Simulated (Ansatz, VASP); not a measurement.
Ti4Ga in VASP and in Ansatz

```xyz
5
Lattice="-2.9252 2.9252 2.9252 2.9252 -2.9252 2.9252 2.9252 2.9252 -2.9252" Properties=species:S:1:pos:R:3 pbc="T T T"
Ti    1.4621    1.4621    1.4621
Ti    1.4631    1.4631   -1.4631
Ti    1.4631   -1.4631    1.4631
Ti   -1.4631    1.4631    1.4631
Ga    0.0000    0.0000    0.0000
```

Alike in both runs: functional PBE; k mesh 4 × 4 × 4; occupations gaussian, width 0.1 eV; no spin polarisation.

Ansatz relaxed the structure, and its values are those at the end. VASP's run is a single point on that final structure, the one shown.

```csv
,VASP,Ansatz
version,VASP 6.6.1,Ansatz 0.2.0
potentials or method,"VASP PAW PBE potentials, release 64 (Ti_sv, Ga_d), cutoff 520 eV","scalar-relativistic, plane waves, PAW"
valence electrons in the cell,61,61
```

```csv
,VASP,Ansatz,Ansatz less VASP
gap on the k mesh at the Fermi level (eV),none,none,-
pressure (GPa),0.1,0.1,-0.02
rms of the force components (eV/Å),0.003,0.003,-0.0001
```

A gap of «none» marks a metal or a gap that the smearing closes.

The k mesh is coarse, so the values compare programs but aren't converged.
